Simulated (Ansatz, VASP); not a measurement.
**Two plane-wave programs on Zn36HNO35**

```
Zn N O H
1.0
     9.83843    0.00000    0.00000
    -4.91921    8.52033    0.00000
     0.00000    0.00000   10.58753
Zn N O H
36 1 35 1
Direct
  0.11807 0.21526 0.24569
  0.11011 0.22322 0.74606
  0.11259 0.55316 0.24933
  0.11125 0.55539 0.75026
  0.09775 0.88162 0.25864
  0.11014 0.88809 0.74866
  0.45171 0.23558 0.25864
  0.44525 0.22319 0.74866
  0.44527 0.55826 0.24982
  0.44374 0.55653 0.75053
  0.44230 0.89104 0.25052
  0.44361 0.88973 0.75195
  0.78017 0.22074 0.24933
  0.77794 0.22208 0.75026
  0.77938 0.55395 0.25085
  0.77804 0.55529 0.75186
  0.77507 0.88806 0.24982
  0.77680 0.88959 0.75053
  0.22393 0.10941 0.50078
  0.21631 0.11702 0.99245
  0.22259 0.44204 0.49765
  0.22200 0.44675 0.99988
  0.22239 0.77504 0.50105
  0.21915 0.77923 0.00121
  0.55829 0.11094 0.50105
  0.55410 0.11418 0.00121
  0.55778 0.44804 0.50296
  0.55454 0.44465 0.99999
  0.55490 0.77844 0.50081
  0.55396 0.77937 0.00017
  0.89129 0.11074 0.49765
  0.88658 0.11133 0.99988
  0.88981 0.44352 0.50036
  0.88853 0.44480 0.00019
  0.88529 0.77556 0.50296
  0.88869 0.77880 0.99999
  0.23290 0.10044 0.18373
  0.22196 0.11138 0.68961
  0.22271 0.43972 0.18905
  0.22255 0.44534 0.68694
  0.21866 0.77630 0.19113
  0.22222 0.77734 0.68986
  0.55703 0.11467 0.19113
  0.55600 0.11112 0.68986
  0.55933 0.45061 0.18923
  0.55614 0.44662 0.69102
  0.55338 0.77995 0.18935
  0.55459 0.77874 0.68992
  0.89361 0.11063 0.18905
  0.88799 0.11078 0.68694
  0.89013 0.44321 0.18931
  0.88892 0.44441 0.68959
  0.88273 0.77400 0.18923
  0.88671 0.77719 0.69102
  0.11377 0.21956 0.43535
  0.10669 0.22664 0.93452
  0.11167 0.55370 0.43862
  0.11079 0.55730 0.93952
  0.10836 0.88503 0.44566
  0.10923 0.88982 0.93683
  0.44830 0.22498 0.44566
  0.44351 0.22410 0.93683
  0.44553 0.55645 0.43901
  0.44393 0.55699 0.93966
  0.44404 0.88929 0.43962
  0.44254 0.89079 0.94119
  0.77963 0.22166 0.43862
  0.77603 0.22254 0.93952
  0.77868 0.55465 0.43997
  0.77746 0.55587 0.94045
  0.77688 0.88780 0.43901
  0.77635 0.88940 0.93966
  0.29030 0.04303 0.15264
```

Alike in both runs: functional PBE; k mesh 1 × 1 × 1; occupations gaussian, width 0.02 eV; no spin polarisation.

Ansatz relaxed the structure, and its values are those at the end. VASP's run is a single point on that final structure, the one shown.

|  | VASP | Ansatz |
| --- | --- | --- |
| version | VASP 6.6.1 | Ansatz 0.2.0 |
| potentials or method | VASP PAW PBE potentials, release 64 (Zn, N, O, H) | scalar-relativistic, plane waves, PAW |
| plane-wave cutoff (eV) | 520 | 420 |
| valence electrons in the cell | 648 | 648 |

|  | VASP | Ansatz | Ansatz less VASP |
| --- | --- | --- | --- |
| gap on the k mesh at the Fermi level (eV) | 0.64 | 0.66 | +0.015 |
| least direct gap on the mesh (eV) | 0.64 | 0.66 | +0.015 |
| rms of the force components (eV/Å) | 0.005 | 0.000 | -0.0044 |
